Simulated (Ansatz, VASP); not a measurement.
**N: VASP beside Ansatz**

```xyz
2
Lattice="9.0000 0.0000 0.0000 0.0000 9.5000 0.0000 0.0000 0.0000 10.0000" Properties=species:S:1:pos:R:3 pbc="T T T"
N     4.5000    4.7500    4.4535
N     4.5000    4.7500    5.5465
```

Alike in both runs: functional r2SCAN; k mesh 1 × 1 × 1; no spin polarisation.

Ansatz relaxed the structure, and its values are those at the end. VASP's run is a single point on that final structure, the one shown.

|  | VASP | Ansatz |
| --- | --- | --- |
| version | VASP 6.6.1 | Ansatz 0.2.0 |
| potentials or method | VASP PAW PBE potentials, release 64 (N), cutoff 520 eV | plane waves, PAW |
| occupations | methfessel-paxton of order 1, width 0.02 eV | cold, width 0.02 eV |
| valence electrons in the cell | 10 | 10 |

VASP gave:

| Property | Result |
| --- | --- |
| rms of the force components (eV/Å) | 1.342 |

Which values does Ansatz return?

rms of the force components (eV/Å): 0.007.

VASP's potentials were made for PBE, not for r2SCAN. Ansatz's warnings: stress scf threshold loose.

Noted on VASP's run: the standard files for N, O and F lose accuracy on very short bonds.
